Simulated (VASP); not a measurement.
Input of a VASP 6.6.1 run:

File INCAR:

```
PREC     = Accurate       # precision mode
ENCUT    = 520            # plane-wave cutoff, eV
EDIFF    = 1E-6           # SCF threshold, eV
ISMEAR   = -1             # smearing method
SIGMA    = 0.05           # smearing width, eV
LREAL    = False          # projectors in reciprocal space
LASPH    = True           # aspherical terms in the spheres
NELM     = 150            # most SCF steps
ALGO     = Normal         # electronic algorithm
ISIF     = 2              # what is computed and relaxed
LWAVE    = False          # write WAVECAR
LCHARG   = False          # write CHGCAR
ISPIN    = 2              # spin polarisation
MAGMOM   = 7 0            # initial moments
LORBIT   = 11             # projections on sites
LMAXMIX  = 6              # l up to which the mixer works
GGA      = PE             # functional
NBANDS   = 23             # bands
```

KPOINTS

```
regular mesh
0
Gamma
  10 10 9
```

The input POSCAR:

```
GdO
1.0
    3.0712228061      0.0000000000      0.0000000000
   -1.5356114030      2.6597569650      0.0000000000
    0.0000000000      0.0000000000      2.9973612934
Gd O
1 1
Direct
    0.0000000000      0.0000000000      0.0000000000
    0.6666666667      0.3333333333      0.5000000000
```

Potentials or basis: VASP PAW PBE potentials, release 64 (Gd, O).

Launch:

```sh
$ cat potpaw_PBE.64/Gd/POTCAR potpaw_PBE.64/O/POTCAR > POTCAR
$ mpirun -np 1 vasp_std > vasp.out
```

Q: Estimate the pressure.

A: 42.0 GPa.

Q: What does it give for the net moment?

A: 7.01 μB per cell.

Q: Estimate the site moments.

A: Gd +6.74; O -0.01 μB.

Stress tensor (GPa, compression positive):
```
42.26  0.00  0.00
 0.00 42.26  0.00
 0.00  0.00 41.47
```

Caveat: a cell with one magnetic atom can't hold antiferromagnetic order, which such compounds often take. The state reached can hang on the start; a lower one may exist.
